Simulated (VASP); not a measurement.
# ZnSn24O48 (a cell with a defect) in VASP: a series of runs

The runs below take ZnSn24O48 (a cell with a defect) through single point, with HSE06, PBEsol.

All numbers are computed with VASP 6.6.1; they aren't measurements. Logs are shortened: lines on timing, memory, paths and dates and some standing lists are left out, and cuts for length are marked.

## 1. The cell of the first run

The cell holds a defect, 73 atoms: a = 9.538 Å, b = 9.538 Å, c = 9.636 Å, α = 90.00°, β = 90.00°, γ = 90.00°.

## 2. Single point, HSE06

POSCAR

```
ZnSn24O48
1.0
    9.5380920000      0.0000000000      0.0000000000
    0.0000000000      9.5380920000      0.0000000000
    0.0000000000      0.0000000000      9.6363030000
Sn O Zn
24 48 1
Direct
    0.0009220000      0.9970820000      0.0057420000
    0.0015590000      0.9928970000      0.3258370000
    0.0150850000      0.9867320000      0.6581530000
    0.0026940000      0.4991480000      0.9974570000
    0.0012720000      0.5072100000      0.3286770000
    0.9979190000      0.5094930000      0.6658990000
    0.4991240000      0.0044460000      0.9996460000
    0.5043120000      0.9990610000      0.3302470000
    0.5006620000      0.9941910000      0.6681650000
    0.4975870000      0.5012640000      0.0023190000
    0.5014690000      0.5008230000      0.3330440000
    0.4946580000      0.5208920000      0.6728010000
    0.2493280000      0.2498950000      0.1616870000
    0.2297820000      0.2485470000      0.4923200000
    0.2498520000      0.2497990000      0.8284500000
    0.2547520000      0.7500330000      0.1652110000
    0.2531910000      0.7500060000      0.4968500000
    0.2468740000      0.7536540000      0.8350020000
    0.7487150000      0.2513490000      0.1636510000
    0.7886130000      0.2474510000      0.4975340000
    0.7392010000      0.2628680000      0.8317680000
    0.7476920000      0.7461020000      0.1659630000
    0.7531620000      0.7543690000      0.4994520000
    0.7536490000      0.7545480000      0.8361480000
    0.1502880000      0.1529770000      0.9947750000
    0.1510490000      0.1488560000      0.3252050000
    0.1691570000      0.1413200000      0.6597660000
    0.1547990000      0.6534810000      0.0002330000
    0.1597080000      0.6507670000      0.3312440000
    0.1548680000      0.6568470000      0.6649950000
    0.6359170000      0.1707250000      0.0005970000
    0.6532540000      0.1631590000      0.3421300000
    0.6476840000      0.1654750000      0.6561050000
    0.6502930000      0.6540390000      0.9980060000
    0.6550220000      0.6515470000      0.3368550000
    0.6562190000      0.6589900000      0.6663780000
    0.3444800000      0.3481890000      0.9962110000
    0.3425940000      0.3462390000      0.3354050000
    0.3513490000      0.3478020000      0.6542110000
    0.3463860000      0.8512230000      0.9990500000
    0.3504370000      0.8488650000      0.3322470000
    0.3440500000      0.8494070000      0.6660250000
    0.8469690000      0.3472610000      0.9953450000
    0.8461930000      0.3551070000      0.3281730000
    0.8263300000      0.3735630000      0.6610840000
    0.8515890000      0.8397830000      0.0053510000
    0.8448750000      0.8475650000      0.3306810000
    0.8493720000      0.8510710000      0.6665590000
    0.0970360000      0.4028950000      0.1650750000
    0.0807020000      0.3982300000      0.4995660000
    0.0992960000      0.4054490000      0.8256650000
    0.1003590000      0.8999390000      0.1649750000
    0.1013220000      0.8974510000      0.4901670000
    0.0933280000      0.9056320000      0.8354330000
    0.5979230000      0.4059710000      0.1670420000
    0.5870800000      0.4099960000      0.8305010000
    0.6009440000      0.9071000000      0.1642300000
    0.5978540000      0.9055600000      0.5000030000
    0.5984710000      0.9052890000      0.8345000000
    0.4038880000      0.0991500000      0.1682390000
    0.4102270000      0.1081140000      0.4976530000
    0.4065150000      0.1003760000      0.8292380000
    0.4050400000      0.5971250000      0.1691380000
    0.4071650000      0.6019820000      0.4989780000
    0.3988430000      0.6031140000      0.8377490000
    0.9002270000      0.0967820000      0.1685910000
    0.9192990000      0.0908820000      0.4945720000
    0.8481740000      0.0675750000      0.8710320000
    0.9026840000      0.5957270000      0.1632120000
    0.9081010000      0.6055440000      0.4964670000
    0.9047840000      0.6003800000      0.8341270000
    0.9371630000      0.1493240000      0.7731810000
    0.5195900000      0.2833800000      0.5223290000
```

INCAR.step1

```
ALGO = Normal ; EDIFF = 1E-5
ENCUT = 520 ; GGA = PE
GGA_COMPAT = False ; ISIF = 2
ISMEAR = -1 ; ISYM = -1
KPAR = 1 ; LASPH = True
LCHARG = False ; LREAL = Auto
LWAVE = True ; NBANDS = 360
NELECT = 634.0 ; NELM = 120
PREC = Accurate ; SIGMA = 0.05
```

INCAR.step2

```
ALGO = Normal ; EDIFF = 1E-6
ENCUT = 520 ; GGA = PE
GGA_COMPAT = False ; HFSCREEN = 0.2079
ISIF = 2 ; ISMEAR = -1
ISTART = 1 ; ISYM = -1
KPAR = 1 ; LASPH = True
LCHARG = False ; LHFCALC = True
LREAL = Auto ; LWAVE = False
NBANDS = 360 ; NELECT = 634.0
NELM = 120 ; PREC = Accurate
PRECFOCK = Fast ; SIGMA = 0.05
```

KPOINTS

```
explicit points
1
Reciprocal
  0.25000000   0.25000000   0.25000000 1
```

Potentials or basis: VASP PAW PBE potentials, release 64 (Sn_d, O, Zn).

Launch:

```bash
cat potpaw_PBE.64/Sn_d/POTCAR potpaw_PBE.64/O/POTCAR potpaw_PBE.64/Zn/POTCAR > POTCAR
cp INCAR.step1 INCAR
mpirun -np 4 vasp_std > vasp.out
cp INCAR.step2 INCAR
mpirun -np 4 vasp_std > vasp.out
```

OUTCAR:

```text
EDIFF = 1E-6
   ENCUT = 520
   GGA = PE
   HFSCREEN = 0.2079
   ISIF = 2
   ISMEAR = -1
   ISTART = 1
   ISYM = -1
   LASPH = True
   LHFCALC = True
   LREAL = Auto
   NELECT = 634.0
   NELM = 120
   PREC = Accurate
   PRECFOCK = Fast

 ion  position               nearest neighbor table
   1  0.001  0.997  0.006-  52 2.03  54 2.06  25 2.06  68 2.06  46 2.07  66 2.07  72 2.74   2 3.08
                             3 3.35  24 3.69  18 3.69  13 3.70  16 3.71  22 3.73  19 3.74
   2  0.002  0.993  0.326-  52 2.02  67 2.03  47 2.04  66 2.05  53 2.06  26 2.06   1 3.08   3 3.21
                            20 3.57  14 3.64  23 3.69  16 3.69  22 3.71  17 3.72  13 3.75
   3  0.015  0.987  0.658-  53 2.01  54 2.02  48 2.04  72 2.05  67 2.08  27 2.08  68 2.71   2 3.21
                             1 3.35  17 3.56  18 3.57  14 3.60  20 3.64  23 3.67  15 3.74  24 3.75
   4  0.003  0.499  0.997-  49 2.06  28 2.07  71 2.07  43 2.07  69 2.08  51 2.09   5 3.19   6 3.20
                            13 3.70  18 3.71  15 3.72  21 3.73  24 3.74  19 3.74  22 3.76  16 3.76
   5  0.001  0.507  0.329-  69 2.03  29 2.04  70 2.07  44 2.07  49 2.08  50 2.09   4 3.19   6 3.25
                            20 3.59  14 3.65  22 3.67  16 3.70  17 3.71  23 3.72
   6  0.998  0.509  0.666-  71 2.04  30 2.05  70 2.06  51 2.07  50 2.08  45 2.09   4 3.20   5 3.25
                            20 3.59  23 3.67  24 3.69  18 3.70  17 3.72  14 3.73
   7  0.499  0.004  1.000-  31 2.05  40 2.06  60 2.07  62 2.08  57 2.08  59 2.08   8 3.19   9 3.20
                            13 3.69  19 3.70  15 3.72  16 3.72  21 3.73  18 3.75  24 3.75
   8  0.504  0.999  0.330-  57 2.04  41 2.05  60 2.07  58 2.07  32 2.12  61 2.12   7 3.19   9 3.26
                            73 3.29  22 3.70  23 3.71  19 3.72  16 3.72  17 3.74
   9  0.501  0.994  0.668-  42 2.03  59 2.04  58 2.05  62 2.06  61 2.15  33 2.16  73 3.10   7 3.20
[... 65 lines left out ...]
  59  0.598  0.905  0.834-   9 2.04  24 2.06   7 2.08
  60  0.404  0.099  0.168-  13 2.06   8 2.07   7 2.07
  61  0.410  0.108  0.498-  73 1.98   8 2.12   9 2.15  14 2.18
  62  0.407  0.100  0.829-   9 2.06  15 2.06   7 2.08
  63  0.405  0.597  0.169-  16 2.05  11 2.05  10 2.05
  64  0.407  0.602  0.499-  12 2.02  17 2.04  11 2.07
  65  0.399  0.603  0.838-  12 1.99  18 2.04  10 2.08
  66  0.900  0.097  0.169-   2 2.05  19 2.06   1 2.07
  67  0.919  0.091  0.495-  20 1.95   2 2.03   3 2.08
  68  0.848  0.068  0.871-  72 1.49   1 2.06  21 2.17   3 2.71
  69  0.903  0.596  0.163-   5 2.03  22 2.06   4 2.08
  70  0.908  0.606  0.496-  23 2.05   6 2.06   5 2.07
  71  0.905  0.600  0.834-   6 2.04  24 2.06   4 2.07
  72  0.937  0.149  0.773-  68 1.49   3 2.05  21 2.25   1 2.74
  73  0.520  0.283  0.522-  61 1.98  33 2.10  39 2.14  32 2.44  20 2.60  12 2.70  11 2.77  14 2.80
                             9 3.10   8 3.29

IMPORTANT INFORMATION: All symmetrisations will be switched off!
NOSYMM: (Re-)initialisation of all symmetry stuff for point group C_1.

----------------------------------------------------------------------------------------

                                     Primitive cell

  volume of cell :     876.6646

  direct lattice vectors                    reciprocal lattice vectors
     9.538092000  0.000000000  0.000000000     0.104842771  0.000000000  0.000000000
     0.000000000  9.538092000  0.000000000     0.000000000  0.104842771  0.000000000
     0.000000000  0.000000000  9.636303000     0.000000000  0.000000000  0.103774238

  length of vectors
     9.538092000  9.538092000  9.636303000     0.104842771  0.104842771  0.103774238

  position of ions in fractional coordinates (direct lattice)
     0.000922000  0.997082000  0.005742000
     0.001559000  0.992897000  0.325837000
     0.015085000  0.986732000  0.658153000
     0.002694000  0.499148000  0.997457000
[... 158 lines left out ...]
   number of dos      NEDOS =    301   number of ions     NIONS =     73
   total plane-waves  NPLWV = 373248
   dimension x,y,z NGX =    72 NGY =   72 NGZ =   72
   dimension x,y,z NGXF=   144 NGYF=  144 NGZF=  144
   ions per type =              24  48   1
   NGX,Y,Z   is equivalent  to a cutoff of  12.55, 12.55, 12.42 a.u.
   NGXF,Y,Z  is equivalent  to a cutoff of  25.10, 25.10, 24.84 a.u.
 SYSTEM =  unknown system
   PREC   = accura    normal or accurate (medium, high low for compatibility)
   ISTART =      1    job   : 0-new  1-cont  2-samecut
   ICHARG =      0    charge: 1-file 2-atom 10-const
   ISPIN  =      1    spin polarized calculation?
   LNONCOLLINEAR =      F non collinear calculations
   LSORBIT =      F    spin-orbit coupling
   LASPH  =      T    aspherical Exc in radial PAW
   ENCUT  =  520.0 eV  38.22 Ry    6.18 a.u.  17.73 17.73 17.92*2*pi/ulx,y,z
   NELM   =    120;   NELMIN=  2; NELMDL=  0     # of ELM steps
   EDIFF  = 0.1E-05   stopping-criterion for ELM
   LREAL  =      T    real-space projection
   EDIFFG = 0.1E-04   stopping-criterion for IOM
   NSW    =      0    number of steps for IOM
   IBRION =     -1    ionic relax: 0-MD 1-quasi-New 2-CG
   NFREE  =      0    steps in history (QN), initial steepest desc. (CG)
   ISIF   =      2    stress and relaxation
   ISYM   =     -1    0-nonsym 1-usesym 2-fastsym
   POTIM  = 0.5000    time-step for ionic-motion
   TEBEG  =    0.0;   TEEND  =   0.0 temperature during run
   PSTRESS=    0.0 pullay stress
   NELECT =     634.0000    total number of electrons
   NUPDOWN=      -1.0000    fix difference up-down
   EMIN   =  10.00;   EMAX   =-10.00  energy-range for DOS
   EFERMI =   0.00;   METHOD = LEGACY
   ISMEAR =    -1;   SIGMA  =   0.05  broadening in eV -4-tet -1-fermi 0-gaus
   EFERMI_NEDOS =   21; number of points for ismear=-14 and -15
   IALGO  =     38    algorithm
   IMIX   =      1    mixing-type and parameters
     AMIX     =   0.40;   BMIX     =  1.00
     AMIX_MAG =   1.60;   BMIX_MAG =  1.00
  volume/ion in A,a.u.               =      12.01        81.04
  Fermi-wavevector in a.u.,A,eV,Ry     =   1.469468  2.776892 29.379548  2.159336
  Thomas-Fermi vector in A             =   2.584842
   LORBIT       =      0    0 simple, 1 ext, 2 COOP (PROOUT), +10 PAW based schemes
   GGA     = PE    functional components
   LHFCALC =     T    Hartree Fock is set to
   PRECFOCK=fast      Normal, Fast or Accurate (Low or Medium for compatibility)
   ENCUT4O =  -1.0   cutoff for four orbital integrals eV
   NKREDX  =     1    reduce k-point grid by
   NKREDY  =     1    reduce k-point grid by
   NKREDZ  =     1    reduce k-point grid by
   AEXX    =    0.2500 exact exchange contribution
   HFSCREEN=    0.2079 screening length (either q_TF or 0.3 A-1)
   HFSCREENC=   0.2079 screening length for correlation (either q_TF or 0.3 A-1)
   ENCUTFOCK=  -1.0 apply spherical cutoff to Coloumb kernel
   IVDW    =     0    specifies the selected vdW correction
   LEPSILON=     F    determine dielectric tensor
   LRPA    =     F    only Hartree local field effects (RPA)
 non-spin polarized calculation
  energy-cutoff  :      520.00
  volume of cell :      876.66
 maximum number of plane-waves:     23594
 NGX is ok and might be reduce to    70
  NGX = 40; NGY = 40; NGZ = 40

 number of electron     634.0000048 magnetization

 Free energy of the ion-electron system (eV)
  ---------------------------------------------------
  ext. energy  EPLUGINS =         0.00000000
  ---------------------------------------------------
  free energy    TOTEN  =      -577.84370283 eV

  energy without entropy =     -577.84370283  energy(sigma->0) =     -577.84370283

 E-fermi :   7.2991     XC(G=0):  -9.1984

 val. band max:        6.0340594011   @ k =   0.2500   0.2500   0.2500
 cond. band min:       8.7636007682   @ k =   0.2500   0.2500   0.2500
 fundamental gap:      2.7295413671
 Fermi energy:         7.2990709793

 k-point     1 :       0.2500    0.2500    0.2500
  band No.  band energies     occupation
      1     -18.7232      2.00000
      2     -17.8979      2.00000
      3     -17.7064      2.00000
      4     -17.6893      2.00000
      5     -17.6252      2.00000
      6     -17.6099      2.00000
[... 321 lines left out ...]
    328      11.6165      0.00000
    329      11.7126      0.00000
 [bands above 329 left out]

------------------------ aborting loop because EDIFF is reached ----------------------------------------

  FORCE on cell =-STRESS in cart. coord.  units (eV):
  Direction    XX          YY          ZZ          XY          YZ          ZX
  --------------------------------------------------------------------------------------
  -------------------------------------------------------------------------------------
  Total      -14.0735926    -17.6309323    -24.7982879     -7.5112433      0.0040621     -3.9543400
  in kB      -25.7206592    -32.2219931    -45.3209306    -13.7274209      0.0074238     -7.2268848
  external PRESSURE =     -34.4211943 kB  Pullay stress =       0.0000000 kB

 VOLUME and BASIS-vectors are now :
 -----------------------------------------------------------------------------
  energy-cutoff  :      520.00
  volume of cell :      876.66
      direct lattice vectors                 reciprocal lattice vectors
     9.538092000  0.000000000  0.000000000     0.104842771  0.000000000  0.000000000
     0.000000000  9.538092000  0.000000000     0.000000000  0.104842771  0.000000000
     0.000000000  0.000000000  9.636303000     0.000000000  0.000000000  0.103774238

 POSITION                                       TOTAL-FORCE (eV/Angst)
 -----------------------------------------------------------------------------------
      0.00879      9.51026      0.05533        -0.035615     -0.086882      0.024620
      0.01487      9.47034      3.13986         0.012577     -0.020594     -0.009140
      0.14388      9.41154      6.34216         0.007843      0.045009     -0.000773
      0.02570      4.76092      9.61180        -0.009871      0.043409      0.017235
      0.01213      4.83782      3.16723        -0.024921      0.025432     -0.037750
      9.51824      4.85959      6.41680        -0.020107      0.028490      0.004374
[... 65 lines left out ...]
      8.93875      1.42427      7.45061        -0.380488     -0.344731      0.254479
      4.95590      2.70290      5.03332        -0.043058      0.063737     -0.041375
 -----------------------------------------------------------------------------------
    total drift:                                0.006657     -0.026987     -0.018259

  FREE ENERGIE OF THE ION-ELECTRON SYSTEM (eV)
  ---------------------------------------------------
  free  energy   TOTEN  =      -577.8437028316 eV

  energy  without entropy=     -577.8437028315  energy(sigma->0) =     -577.84370283
```

Wall time 25 min (4 MPI ranks of Intel Xeon Platinum 8488C (Sapphire Rapids), shared host); peak memory 0.83 GiB.

What came out:

```yaml
Free_energy: -577.8437 eV
Largest_force: 0.583 eV/Å
```

Forces in eV/Å, atoms in the order of the input:
```
Sn  -0.036 -0.087  0.025
Sn   0.013 -0.021 -0.009
Sn   0.008  0.045 -0.001
Sn  -0.010  0.043  0.017
Sn  -0.025  0.025 -0.038
Sn  -0.020  0.028  0.004
Sn  -0.006  0.037 -0.011
Sn  -0.027  0.003 -0.008
Sn  -0.021 -0.002  0.023
Sn   0.005  0.001  0.011
Sn   0.058  0.040  0.000
Sn  -0.011  0.060  0.009
Sn   0.016  0.026  0.025
Sn   0.021 -0.008  0.012
Sn   0.041  0.012 -0.032
Sn   0.021 -0.016  0.004
Sn   0.039 -0.041 -0.044
Sn   0.038 -0.049  0.051
Sn  -0.069  0.077 -0.004
Sn   0.060 -0.014 -0.045
Sn  -0.073  0.040  0.022
Sn   0.022 -0.016 -0.023
Sn  -0.008 -0.045 -0.030
Sn  -0.001 -0.015  0.046
O   -0.029 -0.034  0.024
O    0.007  0.041  0.049
O   -0.002  0.096 -0.078
O    0.005  0.021 -0.019
O   -0.035  0.015  0.003
O   -0.015  0.012  0.006
O    0.114 -0.055  0.022
O    0.095 -0.063 -0.014
O    0.145 -0.012  0.053
O    0.024  0.016  0.031
O    0.037  0.073 -0.042
O   -0.013  0.020  0.014
O   -0.032 -0.033  0.011
O   -0.090 -0.077 -0.003
O   -0.117 -0.027  0.074
O   -0.007 -0.009  0.002
O   -0.002  0.003 -0.006
O    0.024 -0.002  0.003
O   -0.035 -0.041 -0.046
O    0.036 -0.125  0.084
O    0.099 -0.222 -0.082
O   -0.035 -0.011  0.000
O    0.029  0.001  0.028
O    0.061  0.005 -0.033
O   -0.004  0.003 -0.011
O    0.053 -0.007  0.006
O   -0.022 -0.010  0.003
O   -0.048  0.054  0.007
O   -0.025  0.014  0.082
O   -0.034  0.036 -0.063
O   -0.026 -0.001 -0.034
O    0.040  0.017  0.001
O   -0.051  0.024  0.028
O   -0.030  0.042  0.021
O   -0.029  0.026 -0.038
O   -0.004 -0.022 -0.013
O    0.002 -0.124 -0.019
O   -0.014 -0.035 -0.015
O   -0.008  0.012 -0.028
O   -0.080  0.079  0.081
O    0.015  0.003 -0.070
O    0.012  0.001 -0.018
O   -0.078  0.122 -0.018
O    0.390  0.372 -0.222
O    0.031 -0.011  0.033
O    0.003 -0.018  0.018
O    0.028 -0.014 -0.030
O   -0.380 -0.345  0.254
Zn  -0.043  0.064 -0.041
```

Caveat: the cell carries a net charge on a neutralising background, which shifts energy and pressure; the cell is charged against a uniform background, so pressure and absolute levels hang on convention; the PAW data sets were made with another functional, which shifts forces and pressure a little; spin-orbit coupling is left out, which moves the levels of the heavy elements.

## 3. Single point, PBEsol

INCAR

```
  PREC = Accurate
  ENCUT = 520
  EDIFF = 1E-6
  ISMEAR = -1
  SIGMA = 0.05
  LREAL = Auto
  LASPH = T
  NELM = 80
  ALGO = Normal
  ISIF = 2
  LWAVE = F
  LCHARG = F
  GGA = PS
  NBANDS = 360
  NELECT = 634.0
  ISYM = 0
  NCORE = 4
```

KPOINTS

```
Automatic mesh
0
Gamma
  1 1 1
  0.25 0.25 0.25
```

POSCAR is that of step 2.

Potentials or basis: VASP PAW PBE potentials, release 64 (Sn_d, O, Zn).

Launch:

```bash
cat potpaw_PBE.64/Sn_d/POTCAR potpaw_PBE.64/O/POTCAR potpaw_PBE.64/Zn/POTCAR > POTCAR
mpirun -np 4 vasp_std > vasp.out
```

Wall time 19 min (4 MPI ranks of Oxide Virtual Turin-like, shared host); peak memory 0.4 GiB.

Results (log left out):

```yaml
Free_energy: -486.0643 eV
Largest_force: 0.222 eV/Å
```

Forces in eV/Å, atoms in the order of the input:
```
Sn   0.002 -0.023  0.003
Sn  -0.007  0.010  0.004
Sn   0.003 -0.008  0.004
Sn   0.004  0.003 -0.007
Sn  -0.007 -0.002  0.004
Sn   0.007 -0.002 -0.010
Sn  -0.010  0.007 -0.013
Sn   0.007 -0.008  0.003
Sn   0.017  0.007  0.005
Sn  -0.009  0.004 -0.013
Sn   0.021 -0.019  0.026
Sn  -0.002 -0.046 -0.036
Sn  -0.010 -0.004 -0.022
Sn  -0.002 -0.001  0.024
Sn   0.009  0.011 -0.020
Sn   0.017  0.013  0.000
Sn   0.012 -0.014 -0.009
Sn  -0.001  0.001  0.014
Sn   0.007  0.007  0.001
Sn  -0.024 -0.001  0.008
Sn  -0.009 -0.009 -0.023
Sn  -0.015 -0.019  0.004
Sn   0.008  0.011 -0.007
Sn   0.007  0.016  0.015
O   -0.014 -0.011  0.002
O   -0.002 -0.003 -0.008
O    0.010  0.000  0.020
O   -0.013 -0.011  0.002
O   -0.003 -0.013 -0.001
O   -0.005 -0.006  0.002
O   -0.008  0.005  0.008
O   -0.031 -0.011 -0.004
O    0.016 -0.031  0.022
O   -0.008 -0.007  0.008
O    0.013  0.011  0.015
O    0.008 -0.011 -0.001
O    0.004  0.006 -0.006
O    0.044  0.004  0.010
O   -0.041 -0.010  0.005
O    0.010  0.012  0.002
O    0.004  0.014 -0.005
O    0.002 -0.008 -0.004
O    0.017  0.002 -0.004
O    0.015  0.013 -0.024
O   -0.018  0.022  0.018
O    0.013  0.006 -0.007
O   -0.006 -0.005  0.002
O   -0.001  0.000 -0.001
O    0.022 -0.021  0.018
O   -0.012 -0.006 -0.001
O    0.009 -0.015  0.002
O    0.028 -0.020 -0.007
O    0.007 -0.010 -0.003
O    0.010 -0.015  0.009
O    0.002 -0.042 -0.008
O    0.027  0.004  0.000
O    0.024 -0.005 -0.005
O    0.014 -0.010  0.001
O    0.017 -0.018  0.004
O   -0.015  0.013  0.001
O   -0.035 -0.023 -0.011
O   -0.021  0.021 -0.003
O   -0.017  0.014  0.008
O   -0.018  0.023 -0.007
O   -0.017  0.016  0.008
O   -0.024  0.036  0.000
O   -0.002  0.000 -0.002
O   -0.135 -0.117  0.131
O   -0.022  0.021 -0.006
O   -0.009  0.013  0.005
O   -0.014  0.010  0.001
O    0.108  0.146 -0.124
Zn   0.045  0.088 -0.014
```

Levels at points of the mesh, in eV from the Fermi level:
| k point | band 314 | band 315 | band 316 | band 317 | band 318 | band 319 | band 320 | band 321 |
| --- | --- | --- | --- | --- | --- | --- | --- | --- |
| (0.25, 0.25, 0.25) | -1.64 | -1.50 | -1.34 | -0.84 | 0.90 | 1.42 | 1.71 | 2.41 |

Caveat: the cell carries a net charge on a neutralising background, which shifts energy and pressure; the cell is charged against a uniform background, so pressure and absolute levels hang on convention; the PAW data sets were made with another functional, which shifts forces and pressure a little; spin-orbit coupling is left out, which moves the levels of the heavy elements.
